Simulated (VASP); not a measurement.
Wanted: the native input for a VASP 6.6.1 run.

* Task: single point
* Functional: PBE
* Potentials or basis: VASP PAW PBE potentials, release 64 (Li_sv)
* Cutoff: 520 eV
* k mesh: 14 × 14 × 14
* Occupations: fermi-dirac, width 0.05 eV
* Spin: no spin polarisation
* Dipole correction: no
* Further INCAR settings: ALGO = Normal; EDIFF = 1e-06; NBANDS = 8

The structure of Li lies in POSCAR:

```
Li
1.0
    2.2763492899      0.0000000000      0.0000000000
    0.0000000000      2.2763492899      0.0000000000
    0.0000000000      0.0000000000      2.2763492899
Li
1
Direct
    0.0000000000      0.0000000000      0.0000000000
```

This cell differs from its parent crystal: volume scaled by 0.58.

These files were run (other wordings do the same):

INCAR

```
SYSTEM = Li
PREC     = Accurate       ! precision mode
ENCUT    = 520            ! plane-wave cutoff, eV
EDIFF    = 1E-6           ! SCF threshold, eV
ISMEAR   = -1             ! smearing method
SIGMA    = 0.05           ! smearing width, eV
LREAL    = .FALSE.        ! projectors in reciprocal space
LASPH    = .TRUE.         ! aspherical terms in the spheres
NELM     = 60             ! most SCF steps
ALGO     = Normal         ! electronic algorithm
ISIF     = 2              ! what is computed and relaxed
LWAVE    = .FALSE.        ! write WAVECAR
LCHARG   = .TRUE.         ! write CHGCAR
GGA      = PE             ! functional
LELF     = .TRUE.         ! ELF
LVHAR    = .TRUE.       
NBANDS   = 8              ! bands
```

KPOINTS

```
regular mesh
0
G
  14 14 14
  0 0 0
```

Potentials or basis: VASP PAW PBE potentials, release 64 (Li_sv).

The run is started by

```console
$ cat potpaw_PBE.64/Li_sv/POTCAR > POTCAR
$ mpirun -np 1 vasp_std > vasp.out
```

Wall time 11 s on 1 thread of AMD EPYC 7R43 64-Core Processor (Zen 3) (shared host), peak memory 0.08 GiB.
